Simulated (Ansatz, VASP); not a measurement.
**Rh in VASP and in Ansatz**

```xyz
2
Lattice="2.7586 0.0000 0.0000 -1.3793 2.3890 0.0000 0.0000 0.0000 4.4496" Properties=species:S:1:pos:R:3 pbc="T T T"
Rh    0.0000    1.5927    1.1124
Rh    1.3793    0.7963    3.3372
```

Alike in both runs: task single point; functional PBEsol; k mesh 15 × 15 × 8; occupations fermi-dirac, width 0.1 eV; no spin polarisation.

```csv
,VASP,Ansatz
version,VASP 6.6.1,Ansatz 0.2.0
potentials or method,"VASP PAW PBE potentials, release 64 (Rh_pv), cutoff 520 eV","plane waves (420 eV) with PAW, scalar-relativistic"
valence electrons in the cell,30,34
```

```tsv
	VASP	Ansatz	Ansatz less VASP
pressure (GPa)	-18.4	-18.3	+0.07
traceless stress, the component that is largest in VASP (GPa)	-0.57	-0.58	-0.012
```

VASP's potentials were made for PBE, not for PBEsol, and Ansatz warns of the same on its side. With one functional, cell and mesh, what is left measures potentials, basis and numerics. VASP's potentials hold 30 valence electrons a cell and Ansatz's 34, so a difference there can come from the potentials and not from the codes.
